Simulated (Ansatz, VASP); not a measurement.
# Ti3Al: VASP beside Ansatz

File INCAR:

```
  PREC = Accurate
  ENCUT = 520
  EDIFF = 1E-6
  ISMEAR = 0
  SIGMA = 0.15
  LREAL = False
  LASPH = True
  NELM = 100
  ALGO = Fast
  ISIF = 2
  LWAVE = False
  LCHARG = False
  GGA = PE
  NBANDS = 28
```

File KPOINTS:

```
Automatic mesh
0
Gamma
  15 15 6
```

File POSCAR:

```
Ti3Al
1.0
    3.0123075325      0.0000000000      0.0000000000
   -1.5061537662      2.6087348472      0.0000000000
    0.0000000000      0.0000000000      8.7323783060
Ti Al
3 1
Direct
    0.6666666667      0.3333333333      0.0000000000
    0.3333333333      0.6666666667      0.7667062293
    0.3333333333      0.6666666667      0.2332937707
    0.6666666667      0.3333333333      0.5000000000
```

Input for Ansatz:

```yaml
crystal:
  lattice:
    - [3.0123075325, 0.0, 0.0]
    - [-1.5061537662, 2.6087348472, 0.0]
    - [0.0, 0.0, 8.732378306]
  atoms:
    - { symbol: Ti, position: [0.6666666667, 0.3333333333, 0.0] }
    - { symbol: Ti, position: [0.3333333333, 0.6666666667, 0.7667062293] }
    - { symbol: Ti, position: [0.3333333333, 0.6666666667, 0.2332937707] }
    - { symbol: Al, position: [0.6666666667, 0.3333333333, 0.5] }
basis:
  ecutwfc: 520.0
kpoints:
  mp_grid: { grid: [15, 15, 6] }
hamiltonian:
  xc: pbe
  pseudopotentials: { kind: paw, azcp: { folder: soft_1 } }
scf:
  occupations: { method: gaussian, width: 0.15 }
output:
  forces: true
  stress: true
  eigenvalues: true
```

Alike in both runs: task single point; functional PBE; k mesh 15 × 15 × 6; occupations gaussian, width 0.15 eV; no spin polarisation.

|  | VASP | Ansatz |
| --- | --- | --- |
| version | VASP 6.6.1 | Ansatz 0.2.0 |
| potentials or method | VASP PAW PBE potentials, release 64 (Ti_sv, Al), cutoff 520 eV | scalar-relativistic, plane waves, PAW |
| valence electrons in the cell | 39 | 39 |

```tsv
	VASP	Ansatz	Ansatz less VASP
gap on the k mesh at the Fermi level (eV)	none	none	-
pressure (GPa)	1.9	2.1	+0.19
traceless stress, the component that is largest in VASP (GPa)	8.62	8.62	-0.006
rms of the force components (eV/Å)	0.558	0.562	+0.0038
```

Atom by atom the forces differ by 0.004 eV/Å (rms over components). A gap of «none» marks a metal or a gap that the smearing closes. The functional is the same, so the differences come from potentials, cutoffs and numerics.
